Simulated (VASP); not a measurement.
# Ag in VASP: a series of runs

The runs below take Ag through single point, with PBE.

Everything below comes from runs of VASP 6.6.1. Logs are shortened: lines on timing, memory, paths and dates and some standing lists are left out, and cuts for length are marked.

## 1. The cell of the first run

It takes space group I4/mmm (No. 139, tetragonal). The conventional cell has a = 2.976 Å, b = 2.976 Å, c = 4.086 Å, α = 90.00°, β = 90.00°, γ = 90.00°. Within 3.9 Å of Ag (site symmetry 4/mmm) lie 12 Ag at 2.93 to 2.98 Å.

## 2. Single point, PBE (strain +0.030 along x and y, +0.000 along z)

File INCAR:

```
PREC     = Accurate       # precision mode
ENCUT    = 520            # plane-wave cutoff, eV
EDIFF    = 1E-7           # SCF threshold, eV
ISMEAR   = 0              # smearing method
SIGMA    = 0.15           # smearing width, eV
LREAL    = F              # projectors in reciprocal space
LASPH    = T              # aspherical terms in the spheres
NELM     = 60             # most SCF steps
ALGO     = Normal         # electronic algorithm
ISIF     = 2              # what is computed and relaxed
LWAVE    = F              # write WAVECAR
LCHARG   = T              # write CHGCAR
GGA      = PE             # functional
LELF     = T              # ELF
LVHAR    = T            
NBANDS   = 12             # bands
```

File KPOINTS:

```
Automatic mesh
0
Gamma
  10 10 10
```

File POSCAR:

```
Ag
1.0
    0.0000000000      2.1043930000      2.0431000000
    2.1043930000      0.0000000000      2.0431000000
    2.1043930000      2.1043930000      0.0000000000
Ag
1
Direct
    0.0000000000      0.0000000000      0.0000000000
```

Potentials or basis: VASP PAW PBE potentials, release 64 (Ag).

On the command line:

```bash
cat potpaw_PBE.64/Ag/POTCAR > POTCAR
mpirun -np 1 vasp_std > vasp.out
```

OUTCAR:

```text
PREC = Accurate
   ENCUT = 520
   EDIFF = 1E-7
   ISMEAR = 0
   LREAL = F
   LASPH = T
   NELM = 60
   ISIF = 2
   GGA = PE

 ion  position               nearest neighbor table
   1  0.000  0.000  0.000-

  LATTYP: Found a body centered tetragonal cell.
 ALAT       =     2.9760611212
 C/A-ratio  =     1.3730228761

  Lattice vectors:

 A1 = (   0.0000000000,  -2.1043930000,  -2.0431000000)
 A2 = (   0.0000000000,   2.1043930000,  -2.0431000000)
 A3 = (   2.1043930000,   0.0000000000,   2.0431000000)

Analysis of symmetry for initial positions (statically):
=====================================================================
 Subroutine PRICEL returns:
 Original cell was already a primitive cell.

 Routine SETGRP: Setting up the symmetry group for a
 body centered tetragonal supercell.

 Subroutine GETGRP returns: Found 16 space group operations
 (whereof 16 operations were pure point group operations)
 out of a pool of 16 trial point group operations.

The static configuration has the point symmetry D_4h.

Analysis of symmetry for dynamics (positions and initial velocities):
=====================================================================
 Subroutine PRICEL returns:
 Original cell was already a primitive cell.

 Routine SETGRP: Setting up the symmetry group for a
 body centered tetragonal supercell.

 Subroutine GETGRP returns: Found 16 space group operations
 (whereof 16 operations were pure point group operations)
 out of a pool of 16 trial point group operations.

The dynamic configuration has the point symmetry D_4h.

 Subroutine INISYM returns: Found 16 space group operations
 (whereof 16 operations are pure point group operations),
 and found     1 'primitive' translations

----------------------------------------------------------------------------------------

                                     Primitive cell

  volume of cell :      18.0956

  direct lattice vectors                    reciprocal lattice vectors
     0.000000000  2.104393000  2.043100000    -0.237598205  0.237598205  0.244726151
     2.104393000  0.000000000  2.043100000     0.237598205 -0.237598205  0.244726151
     2.104393000  2.104393000  0.000000000     0.237598205  0.237598205 -0.244726151

  length of vectors
     2.933040659  2.933040659  2.976061121     0.415688229  0.415688229  0.415688229

  position of ions in fractional coordinates (direct lattice)
     0.000000000  0.000000000  0.000000000

  ion indices of the primitive-cell ions
   primitive index   ion index
                 1           1

----------------------------------------------------------------------------------------

 KPOINTS: Automatic mesh

Automatic generation of k-mesh.
 Grid dimensions read from file:
 generate k-points for:   10   10   10

 Generating k-lattice:

  Cartesian coordinates                     Fractional coordinates (reciprocal lattice)
    -0.023759821  0.023759821  0.024472615     0.100000000  0.000000000  0.000000000
     0.023759821 -0.023759821  0.024472615     0.000000000  0.100000000  0.000000000
     0.023759821  0.023759821 -0.024472615     0.000000000  0.000000000  0.100000000

  Length of vectors
     0.041568823  0.041568823  0.041568823

  Shift w.r.t. Gamma in fractional coordinates (k-lattice)
     0.000000000  0.000000000  0.000000000

 Subroutine IBZKPT returns following result:
 ===========================================

 Found    102 irreducible k-points:

 Following reciprocal coordinates:
            Coordinates               Weight
  0.000000  0.000000  0.000000      1.000000
  0.100000  0.000000  0.000000      8.000000
  0.200000  0.000000  0.000000      8.000000
  0.300000  0.000000  0.000000      8.000000
  0.400000  0.000000  0.000000      8.000000
  0.500000  0.000000  0.000000      4.000000
[... 16 lines left out ...]
  0.300000  0.300000  0.000000      2.000000
  0.400000  0.300000  0.000000      8.000000
 [... further k-points ...]
   k-points           NKPTS =    102   k-points in BZ     NKDIM =    102   number of bands    NBANDS=     12
   number of dos      NEDOS =    301   number of ions     NIONS =      1
   total plane-waves  NPLWV =  13824
   dimension x,y,z NGX =    24 NGY =   24 NGZ =   24
   dimension x,y,z NGXF=    48 NGYF=   48 NGZF=   48
   ions per type =               1
   NGX,Y,Z   is equivalent  to a cutoff of  13.60, 13.60, 13.41 a.u.
   NGXF,Y,Z  is equivalent  to a cutoff of  27.21, 27.21, 26.81 a.u.
 SYSTEM =  unknown system
   PREC   = accura    normal or accurate (medium, high low for compatibility)
   ISTART =      0    job   : 0-new  1-cont  2-samecut
   ICHARG =      2    charge: 1-file 2-atom 10-const
   ISPIN  =      1    spin polarized calculation?
   LNONCOLLINEAR =      F non collinear calculations
   LSORBIT =      F    spin-orbit coupling
   LASPH  =      T    aspherical Exc in radial PAW
   ENCUT  =  520.0 eV  38.22 Ry    6.18 a.u.   5.45  5.45  5.53*2*pi/ulx,y,z
   NELM   =     60;   NELMIN=  2; NELMDL= -5     # of ELM steps
   EDIFF  = 0.1E-06   stopping-criterion for ELM
   LREAL  =      F    real-space projection
   EDIFFG = 0.1E-05   stopping-criterion for IOM
   NSW    =      0    number of steps for IOM
   IBRION =     -1    ionic relax: 0-MD 1-quasi-New 2-CG
   NFREE  =      0    steps in history (QN), initial steepest desc. (CG)
   ISIF   =      2    stress and relaxation
   ISYM   =      2    0-nonsym 1-usesym 2-fastsym
   POTIM  = 0.5000    time-step for ionic-motion
   TEBEG  =    0.0;   TEEND  =   0.0 temperature during run
   PSTRESS=    0.0 pullay stress
   NELECT =      11.0000    total number of electrons
   NUPDOWN=      -1.0000    fix difference up-down
   EMIN   =  10.00;   EMAX   =-10.00  energy-range for DOS
   EFERMI =   0.00;   METHOD = LEGACY
   ISMEAR =     0;   SIGMA  =   0.15  broadening in eV -4-tet -1-fermi 0-gaus
   EFERMI_NEDOS =   21; number of points for ismear=-14 and -15
   IALGO  =     38    algorithm
   IMIX   =      4    mixing-type and parameters
     AMIX     =   0.40;   BMIX     =  1.00
     AMIX_MAG =   1.60;   BMIX_MAG =  1.00
  volume/ion in A,a.u.               =      18.10       122.12
  Fermi-wavevector in a.u.,A,eV,Ry     =   1.386803  2.620677 26.167013  1.923221
  Thomas-Fermi vector in A             =   2.511084
   LORBIT       =      0    0 simple, 1 ext, 2 COOP (PROOUT), +10 PAW based schemes
   GGA     = PE    functional components
   LHFCALC =     F    Hartree Fock is set to
   AEXX    =    0.0000 exact exchange contribution
   IVDW    =     0    specifies the selected vdW correction
   LEPSILON=     F    determine dielectric tensor
   LRPA    =     F    only Hartree local field effects (RPA)
 non-spin polarized calculation
 Gauss-broadening in eV      SIGMA  =   0.15
  energy-cutoff  :      520.00
  volume of cell :       18.10
 maximum number of plane-waves:       515
 NGX is ok and might be reduce to    24
   NGX = 11   NGY = 11   NGZ = 11

 number of electron      11.0000000 magnetization

 Free energy of the ion-electron system (eV)
  ---------------------------------------------------
  ext. energy  EPLUGINS =         0.00000000
  ---------------------------------------------------
  free energy    TOTEN  =        -2.70564600 eV

  energy without entropy =       -2.70169960  energy(sigma->0) =       -2.70367280

 E-fermi :   7.5411     XC(G=0): -11.8571

 val. band max:        7.5333746252   @ k =  -0.2000   0.3000   0.2000
 cond. band min:       7.5886537657   @ k =   0.4000   0.4000   0.0000
 fundamental gap:      0.0552791405
 Fermi energy:         7.5411006409

 k-point     1 :       0.0000    0.0000    0.0000
  band No.  band energies     occupation
      1       0.2901      2.00000
      2       2.9818      2.00000
      3       2.9818      2.00000
      4       3.1476      2.00000
      5       3.8789      2.00000
      6       4.0466      2.00000
      7      23.5273      0.00000
      8      26.6356      0.00000
      9      26.6356      0.00000
     10      26.9579      0.00000
     11      31.4060      0.00000
     12      31.9895      0.00000

 k-point     2 :       0.1000    0.0000    0.0000
  band No.  band energies     occupation
      1       0.5831      2.00000
      2       2.9580      2.00000
      3       3.0550      2.00000
      4       3.1885      2.00000
      5       3.8632      2.00000
      6       4.0151      2.00000
      7      23.3006      0.00000
      8      24.8095      0.00000
      9      26.6930      0.00000
     10      26.8999      0.00000
     11      30.6923      0.00000
     12      31.8220      0.00000

 k-point     3 :       0.2000    0.0000    0.0000
  band No.  band energies     occupation
      1       1.3073      2.00000
      2       2.9994      2.00000
      3       3.1547      2.00000
      4       3.2907      2.00000
      5       3.9309      2.00000
      6       4.0194      2.00000
      7      20.2356      0.00000
      8      24.2351      0.00000
      9      26.6326      0.00000
     10      26.8627      0.00000
     11      29.6745      0.00000
     12      30.4761      0.00000
[... 286 lines left out ...]
 k-point    23 :       0.3000    0.3000    0.0000
  band No.  band energies     occupation
      1       2.0474      2.00000
      2       2.1574      2.00000
      3       4.0825      2.00000
      4       4.0825      2.00000
      5       4.3739      2.00000
      6       4.9761      2.00000
      7      20.3006      0.00000
      8      20.3006      0.00000
      9      21.4905      0.00000
     10      23.6911      0.00000
     11      24.0957      0.00000
     12      35.5207      0.00000

 k-point    24 :       0.4000    0.3000    0.0000
  band No.  band energies     occupation
      1       1.9585      2.00000
      2       2.0759      2.00000
      3       4.0674      2.00000
      4       4.1344      2.00000
      5       4.6409      2.00000
      6       6.6307      2.00000
      7      17.5507      0.00000
      8      19.3926      0.00000
      9      19.4840      0.00000
     10      23.6990      0.00000
     11      25.6387      0.00000
     12      35.2780      0.00000

 [... further k-points ...]

------------------------ aborting loop because EDIFF is reached ----------------------------------------

  FORCE on cell =-STRESS in cart. coord.  units (eV):
  Direction    XX          YY          ZZ          XY          YZ          ZX
  --------------------------------------------------------------------------------------
  -------------------------------------------------------------------------------------
  Total       -0.1310094     -0.1310094     -0.0944703      0.0000000      0.0000000      0.0000000
  in kB      -11.5995120    -11.5995120     -8.3643531      0.0000000      0.0000000      0.0000000
  external PRESSURE =     -10.5211257 kB  Pullay stress =       0.0000000 kB

 VOLUME and BASIS-vectors are now :
 -----------------------------------------------------------------------------
  energy-cutoff  :      520.00
  volume of cell :       18.10
      direct lattice vectors                 reciprocal lattice vectors
     0.000000000  2.104393000  2.043100000    -0.237598205  0.237598205  0.244726151
     2.104393000  0.000000000  2.043100000     0.237598205 -0.237598205  0.244726151
     2.104393000  2.104393000  0.000000000     0.237598205  0.237598205 -0.244726151

 POSITION                                       TOTAL-FORCE (eV/Angst)
 -----------------------------------------------------------------------------------
      0.00000      0.00000      0.00000         0.000000      0.000000      0.000000
 -----------------------------------------------------------------------------------
    total drift:                               -0.000000      0.000000     -0.000000

  FREE ENERGIE OF THE ION-ELECTRON SYSTEM (eV)
  ---------------------------------------------------
  free  energy   TOTEN  =        -2.7056459967 eV

  energy  without entropy=       -2.7016995990  energy(sigma->0) =       -2.70367280
```

Wall time 17 s (1 thread of Intel Xeon Platinum 8259CL at 2.50GHz (Skylake/Cascade Lake), shared host); peak memory 0.15 GiB.

What came out:

```
Free energy : -2.7056 eV
Pressure    : -1.1 GPa
```

Stress tensor (GPa, compression positive):
```
-1.16  0.00  0.00
 0.00 -1.16  0.00
 0.00  0.00 -0.84
```

Caveat: the cell differs from its parent crystal (strain +0.030 along x and y, +0.000 along z).

## 3. Single point, PBE (strain +0.015 along x and y, +0.030 along z)

File INCAR:

```
ALGO = Normal ; EDIFF = 1E-6
ENCUT = 520 ; GGA = PE
ISIF = 2 ; ISMEAR = 0
LASPH = T ; LCHARG = F
LREAL = F ; LWAVE = F
NBANDS = 12 ; NELM = 60
PREC = Accurate ; SIGMA = 0.15
```

File KPOINTS:

```
k-points
0
Gamma
  10 10 10
```

File POSCAR:

```
Ag
1.0
    0.0000000000      2.0737465000      2.1043930000
    2.0737465000      0.0000000000      2.1043930000
    2.0737465000      2.0737465000      0.0000000000
Ag
1
Direct
    0.0000000000      0.0000000000      0.0000000000
```

Potentials or basis: VASP PAW PBE potentials, release 64 (Ag).

On the command line:

```bash
cat potpaw_PBE.64/Ag/POTCAR > POTCAR
mpirun -np 1 vasp_std > vasp.out
```

It took 18 s on 1 thread of Intel Xeon Platinum 8259CL at 2.50GHz (Skylake/Cascade Lake), shared host; peak memory 0.15 GiB.

It converged, with:

- Free energy: -2.7059 eV
- Pressure: -1.1 GPa

Stress tensor (GPa, compression positive):
```
-1.05  0.00  0.00
 0.00 -1.05  0.00
 0.00  0.00 -1.28
```

Levels at points of the mesh, in eV from the Fermi level:
```
           k point  band 2  band 3  band 4  band 5  band 6  band 7  band 8  band 9  band 10  band 11
(0.00, 0.00, 0.00)   -4.57   -4.48   -4.48   -3.63   -3.54   15.97   19.09   19.24    19.24    23.86
(0.50, 0.00, 0.00)   -4.57   -4.49   -2.88   -2.85   -0.15    3.37   15.17   17.19    17.51    21.94
(0.50, 0.50, 0.00)   -5.87   -2.89   -2.68   -2.68    1.59    6.14   10.62   10.62    16.73    16.75
(0.50, 0.00, 0.50)   -5.86   -2.90   -2.71   -2.65    1.83    6.49   10.36   10.37    16.49    16.49
```

Caveat: the cell differs from its parent crystal (strain +0.015 along x and y, +0.030 along z).

## 4. Single point, PBE (strain +0.030 along x and y, +0.015 along z)

File INCAR:

```
SYSTEM = Ag
PREC = Accurate
ENCUT = 520
EDIFF = 1E-7
ISMEAR = 0
SIGMA = 0.15
LREAL = .FALSE.
LASPH = .TRUE.
NELM = 100
ALGO = Fast
ISIF = 2
LWAVE = .FALSE.
LCHARG = .TRUE.
GGA = PE
LELF = .TRUE.
LVHAR = .TRUE.
NBANDS = 12
```

File KPOINTS:

```
regular mesh
0
G
  10 10 10
  0 0 0
```

File POSCAR:

```
Ag
1.0
    0.0000000000      2.1043930000      2.0737465000
    2.1043930000      0.0000000000      2.0737465000
    2.1043930000      2.1043930000      0.0000000000
Ag
1
Direct
    0.0000000000      0.0000000000      0.0000000000
```

On the command line:

```bash
cat potpaw_PBE.64/Ag/POTCAR > POTCAR
mpirun -np 1 vasp_std > vasp.out
```

It took 24 s on 1 thread of Intel Xeon Platinum 8259CL at 2.50GHz (Skylake/Cascade Lake), shared host; peak memory 0.15 GiB.

The run converged. Its results:

| Item | Value |
| --- | --- |
| Free energy | -2.7032 eV |
| Pressure | -2.3 GPa |

Stress tensor (GPa, compression positive):
```
-2.33  0.00  0.00
 0.00 -2.33  0.00
 0.00  0.00 -2.18
```

Levels at points of the mesh, in eV from the Fermi level:
```csv
k point,band 3,band 4,band 5,band 6,band 7,band 8,band 9,band 10
"(0.00, 0.00, 0.00)",-4.49,-4.41,-3.60,-3.52,15.93,19.02,19.02,19.17
"(0.50, 0.00, 0.00)",-4.44,-2.88,-2.84,-0.11,3.30,15.14,17.02,17.38
"(0.50, 0.50, 0.00)",-2.89,-2.67,-2.67,1.92,6.50,10.21,10.21,16.22
"(0.50, 0.00, 0.50)",-2.89,-2.71,-2.65,1.68,6.16,10.46,10.47,16.48
```

Caveat: the cell differs from its parent crystal (strain +0.030 along x and y, +0.015 along z).

(Continued in part 2 of 2.)
